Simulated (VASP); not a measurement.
# MoS2 (P-3m1) in VASP: a series of runs, part 2 of 2

VASP 6.6.1.

### 3 Single point, BLYP+D3(BJ)

This run uses another cell than the first one, of 19.36 Å³/atom.

Contents of INCAR:

```
SYSTEM = MoS2
  PREC = Accurate
  ENCUT = 520
  EDIFF = 1E-7
  ISMEAR = -1
  SIGMA = 0.05
  LREAL = .FALSE.
  LASPH = .TRUE.
  NELM = 80
  ALGO = Normal
  ISIF = 2
  LWAVE = .FALSE.
  LCHARG = .TRUE.
  GGA = B5
  ALDAX = 1.0
  AGGAX = 1.0
  AGGAC = 1.0
  ALDAC = 0.0
  IVDW = 12
  VDW_S6 = 1.0
  VDW_S8 = 2.6996
  VDW_A1 = 0.4298
  VDW_A2 = 4.2359
  LELF = .TRUE.
  LVHAR = .TRUE.
  NBANDS = 20
```

Contents of KPOINTS:

```
regular mesh
0
G
  9 9 4
  0 0 0
```

Contents of POSCAR:

```
MoS2
1.0
    3.2488391220      0.0000000000      0.0000000000
   -1.6244195610      2.8135772124      0.0000000000
    0.0000000000      0.0000000000      6.3542790981
Mo S
1 2
Direct
    0.0000000000      0.0000000000      0.5000000000
    0.6666666667      0.3333333333      0.7446806800
    0.3333333333      0.6666666667      0.2553193200
```

Potentials or basis: VASP PAW PBE potentials, release 64 (Mo_sv, S).

The run is started by

```
$ cat potpaw_PBE.64/Mo_sv/POTCAR potpaw_PBE.64/S/POTCAR > POTCAR
$ mpirun -np 1 vasp_std > vasp.out
```

OUTCAR:

```text
SYSTEM = MoS2
   PREC = Accurate
   ENCUT = 520
   EDIFF = 1E-7
   ISMEAR = -1
   LREAL = .FALSE.
   LASPH = .TRUE.
   NELM = 80
   ISIF = 2
   GGA = B5
   IVDW = 12
 IVDW          = 12

 ion  position               nearest neighbor table
   1  0.000  0.000  0.500-   2 2.44   3 2.44   3 2.44   2 2.44   2 2.44   3 2.44
   2  0.667  0.333  0.745-   1 2.44   1 2.44   1 2.44
   3  0.333  0.667  0.255-   1 2.44   1 2.44   1 2.44

  LATTYP: Found a hexagonal cell.
 ALAT       =     3.2488391220
 C/A-ratio  =     1.9558614199

  Lattice vectors:

 A1 = (   3.2488391220,   0.0000000000,   0.0000000000)
 A2 = (  -1.6244195610,   2.8135772124,   0.0000000000)
 A3 = (   0.0000000000,   0.0000000000,   6.3542790981)

Analysis of symmetry for initial positions (statically):
=====================================================================
 Subroutine PRICEL returns:
 Original cell was already a primitive cell.

 Routine SETGRP: Setting up the symmetry group for a
 hexagonal supercell.

 Subroutine GETGRP returns: Found 12 space group operations
 (whereof 12 operations were pure point group operations)
 out of a pool of 24 trial point group operations.

The static configuration has the point symmetry D_3d.

Analysis of symmetry for dynamics (positions and initial velocities):
=====================================================================
 Subroutine PRICEL returns:
 Original cell was already a primitive cell.

 Routine SETGRP: Setting up the symmetry group for a
 hexagonal supercell.

 Subroutine GETGRP returns: Found 12 space group operations
 (whereof 12 operations were pure point group operations)
 out of a pool of 24 trial point group operations.

The dynamic configuration has the point symmetry D_3d.

 Subroutine INISYM returns: Found 12 space group operations
 (whereof 12 operations are pure point group operations),
 and found     1 'primitive' translations

[... 110 lines left out ...]
   EFERMI =   0.00;   METHOD = LEGACY
   ISMEAR =    -1;   SIGMA  =   0.05  broadening in eV -4-tet -1-fermi 0-gaus
   EFERMI_NEDOS =   21; number of points for ismear=-14 and -15
   IALGO  =     38    algorithm
   IMIX   =      4    mixing-type and parameters
     AMIX     =   0.40;   BMIX     =  1.00
     AMIX_MAG =   1.60;   BMIX_MAG =  1.00
  volume/ion in A,a.u.               =      19.36       130.66
  Fermi-wavevector in a.u.,A,eV,Ry     =   1.252319  2.366539 21.338043  1.568302
  Thomas-Fermi vector in A             =   2.386225
   LORBIT       =      0    0 simple, 1 ext, 2 COOP (PROOUT), +10 PAW based schemes
   GGA     = B5    functional components
   LHFCALC =     F    Hartree Fock is set to
   AEXX    =    0.0000 exact exchange contribution
   IVDW    =    12    specifies the selected vdW correction
   LEPSILON=     F    determine dielectric tensor
   LRPA    =     F    only Hartree local field effects (RPA)
 non-spin polarized calculation
  energy-cutoff  :      520.00
  volume of cell :       58.08
 maximum number of plane-waves:      1590
   NGX = 13   NGY = 13   NGZ = 23

 number of electron      26.0000002 magnetization

 Free energy of the ion-electron system (eV)
  ---------------------------------------------------
  ext. energy  EPLUGINS =         0.00000000
  ---------------------------------------------------
  free energy    TOTEN  =       -18.55731484 eV

  energy without entropy =      -18.54759875  energy(sigma->0) =      -18.55245680

 E-fermi :   7.0522     XC(G=0):  -9.7974

 val. band max:        7.0502048601   @ k =   0.3333   0.2222   0.0000
 cond. band min:       7.2092419398   @ k =  -0.1111   0.3333   0.2500
 fundamental gap:      0.1590370798
 Fermi energy:         7.0522054868

 k-point     1 :       0.0000    0.0000    0.0000
  band No.  band energies     occupation
      1     -54.5743      2.00000
      2     -28.7045      2.00000
      3     -28.7045      2.00000
      4     -28.6999      2.00000
      5      -7.5759      2.00000
      6      -6.2285      2.00000
[... 541 lines left out ...]
     19      15.3039      0.00000
     20      15.6750      0.00000

 [... further k-points ...]

------------------------ aborting loop because EDIFF is reached ----------------------------------------

 Edisp (eV)   -2.59138

 E8    (eV) :    -1.8398

  FORCE on cell =-STRESS in cart. coord.  units (eV):
  Direction    XX          YY          ZZ          XY          YZ          ZX
  --------------------------------------------------------------------------------------
  -------------------------------------------------------------------------------------
  Total      -0.76420    -0.76420    -0.81013     0.00000    -0.00000    -0.00000
  in kB     -21.07973   -21.07973   -22.34652     0.00000    -0.00000    -0.00000
  external pressure =      -21.50 kB  Pullay stress =        0.00 kB

 VOLUME and BASIS-vectors are now :
 -----------------------------------------------------------------------------
  energy-cutoff  :      520.00
  volume of cell :       58.08
      direct lattice vectors                 reciprocal lattice vectors
     3.248839122  0.000000000  0.000000000     0.307802253  0.177709713  0.000000000
    -1.624419561  2.813577212  0.000000000     0.000000000  0.355419427  0.000000000
     0.000000000  0.000000000  6.354279098     0.000000000  0.000000000  0.157374265

 POSITION                                       TOTAL-FORCE (eV/Angst)
 -----------------------------------------------------------------------------------
      0.00000      0.00000      3.17714         0.000000      0.000000      0.000000
      1.62442      0.93786      4.73191        -0.000000      0.000000      0.343450
     -0.00000      1.87572      1.62237         0.000000     -0.000000     -0.343450
 -----------------------------------------------------------------------------------
    total drift:                                0.000000     -0.000000      0.000000

  FREE ENERGIE OF THE ION-ELECTRON SYSTEM (eV)
  ---------------------------------------------------
  free  energy   TOTEN  =       -21.1486955553 eV

  energy  without entropy=      -21.1389794603  energy(sigma->0) =      -21.14383751
```

stdout:

```text
POSCAR found type information on POSCAR MoS
 POSCAR found :  2 types and       3 ions
 scaLAPACK will be used
 -----------------------------------------------------------------------------
|                                                                             |
|                                                                             |
|     You enforced a specific xc type in the INCAR file but a different       |
|     I HOPE YOU KNOW WHAT YOU ARE DOING!                                     |
|                                                                             |
 -----------------------------------------------------------------------------

 LDA part: xc-table for (Slater(with rela. corr.)+VWN5), standard interpolation
 POSCAR, INCAR and KPOINTS ok, starting setup
 FFT: planning ... GRIDC
 FFT: planning ... GRID_SOFT
 FFT: planning ... GRID
 WAVECAR not read
 entering main loop
```

It took 78 s on 1 thread of Intel Xeon 8259CL, shared host; peak memory 0.21 GiB.

Results:

| Quantity | Value |
| --- | --- |
| Free energy | -21.1487 eV |
| Pressure | -2.2 GPa |
| Largest force | 0.343 eV/Å |
| Band gap on the k mesh | zero (bands 13 and 14 overlap by 1.04 eV) |
| Dispersion energy per atom | -0.864 eV |

Forces on the atoms (eV/Å):
```
Mo   0.000  0.000  0.000
S    0.000  0.000  0.343
S    0.000  0.000 -0.343
```

Stress tensor (GPa, compression positive):
```
-2.11  0.00  0.00
 0.00 -2.11  0.00
 0.00  0.00 -2.23
```

Levels at points of the mesh, in eV from the Fermi level:
```tsv
k point	band 11	band 12	band 13	band 14	band 15	band 16
(0.00, 0.00, 0.00)	-0.98	-0.91	-0.91	-0.36	-0.36	3.09
(0.00, 0.00, 0.50)	-0.91	-0.91	-0.42	-0.42	-0.07	3.24
```

Caveat: the PAW data sets were made with another functional, which shifts forces and pressure a little.

### 4 Single point, BLYP+D3(BJ)

This run uses another cell than the first one, of 19.74 Å³/atom.

Contents of INCAR:

```
PREC = Accurate
ENCUT = 520
EDIFF = 1E-6
ISMEAR = -1
SIGMA = 0.05
LREAL = False
LASPH = True
NELM = 100
ALGO = Normal
ISIF = 2
LWAVE = False
LCHARG = False
GGA = B5
ALDAX = 1.0
AGGAX = 1.0
AGGAC = 1.0
ALDAC = 0.0
IVDW = 12
VDW_S6 = 1.0
VDW_S8 = 2.6996
VDW_A1 = 0.4298
VDW_A2 = 4.2359
NBANDS = 20
```

Contents of KPOINTS:

```
regular mesh
0
Gamma
  9 9 4
```

Contents of POSCAR:

```
MoS2
1.0
    3.2699360711      0.0000000000      0.0000000000
   -1.6349680355      2.8318477062      0.0000000000
    0.0000000000      0.0000000000      6.3955418068
Mo S
1 2
Direct
    0.0000000000      0.0000000000      0.5000000000
    0.6666666667      0.3333333333      0.7446806800
    0.3333333333      0.6666666667      0.2553193200
```

The run is started by

```
$ cat potpaw_PBE.64/Mo_sv/POTCAR potpaw_PBE.64/S/POTCAR > POTCAR
$ mpirun -np 1 vasp_std > vasp.out
```

Run time: 69 s. Hardware: 1 thread of Intel Xeon 8259CL, shared host; peak memory 0.2 GiB.

It converged, with:

```
Free energy                : -21.1261 eV
Pressure                   : -4.4 GPa
Largest force              : 0.052 eV/Å
Band gap on the k mesh     : zero (bands 13 and 14 overlap by 1.04 eV)
Dispersion energy per atom : -0.847 eV
```

Forces in eV/Å, atoms in the order of the input:
```
Mo   0.000  0.000  0.000
S    0.000  0.000  0.052
S    0.000  0.000 -0.052
```

Stress tensor (GPa, compression positive):
```
-4.25  0.00  0.00
 0.00 -4.25  0.00
 0.00  0.00 -4.61
```

Levels at points of the mesh, in eV from the Fermi level:
| k point | band 9 | band 10 | band 11 | band 12 | band 13 | band 14 | band 15 | band 16 | band 17 | band 18 |
| --- | --- | --- | --- | --- | --- | --- | --- | --- | --- | --- |
| (0.00, 0.00, 0.00) | -3.83 | -1.78 | -0.94 | -0.88 | -0.88 | -0.36 | -0.36 | 3.01 | 3.01 | 6.04 |
| (0.00, 0.00, 0.50) | -3.82 | -3.40 | -0.88 | -0.88 | -0.43 | -0.43 | -0.08 | 3.15 | 3.15 | 6.38 |

Caveat: the cell stands under tension; the PAW data sets were made with another functional, which shifts forces and pressure a little.

### 5 Single point, BLYP+D3(BJ)

This run uses another cell than the first one, of 20.12 Å³/atom.

Contents of INCAR:

```
  AGGAC = 1.0
  AGGAX = 1.0
  ALDAC = 0.0
  ALDAX = 1.0
  ALGO = Normal
  EDIFF = 1E-6
  ENCUT = 520
  GGA = B5
  ISIF = 2
  ISMEAR = -1
  IVDW = 12
  LASPH = True
  LCHARG = False
  LREAL = False
  LWAVE = False
  NBANDS = 20
  NELM = 60
  PREC = Accurate
  SIGMA = 0.05
  VDW_A1 = 0.4298
  VDW_A2 = 4.2359
  VDW_S6 = 1.0
  VDW_S8 = 2.6996
```

Contents of KPOINTS:

```
k-points
0
Gamma
  9 9 4
```

Contents of POSCAR:

```
MoS2
1.0
    3.2907642509      0.0000000000      0.0000000000
   -1.6453821255      2.8498854391      0.0000000000
    0.0000000000      0.0000000000      6.4362788402
Mo S
1 2
Direct
    0.0000000000      0.0000000000      0.5000000000
    0.6666666667      0.3333333333      0.7446806800
    0.3333333333      0.6666666667      0.2553193200
```

The run is started by

```
$ cat potpaw_PBE.64/Mo_sv/POTCAR potpaw_PBE.64/S/POTCAR > POTCAR
$ mpirun -np 1 vasp_std > vasp.out
```

It took 70 s on 1 thread of Intel Xeon 8259CL, shared host; peak memory 0.2 GiB.

Results (log left out):

```
Free energy                : -21.0885 eV
Pressure                   : -6.4 GPa
Largest force              : 0.218 eV/Å
Band gap on the k mesh     : zero (bands 13 and 14 overlap by 1.03 eV)
Dispersion energy per atom : -0.831 eV
```

Forces on the atoms (eV/Å):
```
Mo   0.000  0.000  0.000
S    0.000  0.000 -0.218
S    0.000  0.000  0.218
```

Stress tensor (GPa, compression positive):
```
-6.17  0.00  0.00
 0.00 -6.17  0.00
 0.00  0.00 -6.74
```

Levels at points of the mesh, in eV from the Fermi level:
| k point | band 11 | band 12 | band 13 | band 14 | band 15 | band 16 |
| --- | --- | --- | --- | --- | --- | --- |
| (0.00, 0.00, 0.00) | -0.89 | -0.85 | -0.85 | -0.37 | -0.37 | 2.94 |
| (0.00, 0.00, 0.50) | -0.85 | -0.85 | -0.43 | -0.43 | -0.09 | 3.07 |

Caveat: the cell stands under tension; the PAW data sets were made with another functional, which shifts forces and pressure a little.

### 6 The runs side by side

```csv
cell,gap on the mesh (eV),pressure (GPa),largest force (eV/Å)
"a = 3.227, b = 3.227, c = 6.312 Å, angles 90.0, 90.0, 120.0°, 3 atoms",none,0.3,0.66
"a = 3.249, b = 3.249, c = 6.354 Å, angles 90.0, 90.0, 120.0°, 3 atoms",none,-2.2,0.34
"a = 3.270, b = 3.270, c = 6.396 Å, angles 90.0, 90.0, 120.0°, 3 atoms",none,-4.4,0.05
"a = 3.291, b = 3.291, c = 6.436 Å, angles 90.0, 90.0, 120.0°, 3 atoms",none,-6.4,0.22
```

Alike in all rows: task single point; level BLYP+D3(BJ); potentials or basis VASP PAW PBE potentials, release 64 (Mo_sv, S); no spin polarisation; k mesh 9 × 9 × 4; cutoff (eV) 520; smearing fermi-dirac 0.05 eV.

Caveats: the PAW data sets were made with another functional, which shifts forces and pressure a little; the cell stands under tension (at least some runs).

Total energies depend on the potentials used, so only differences within one code and one set of settings carry meaning.
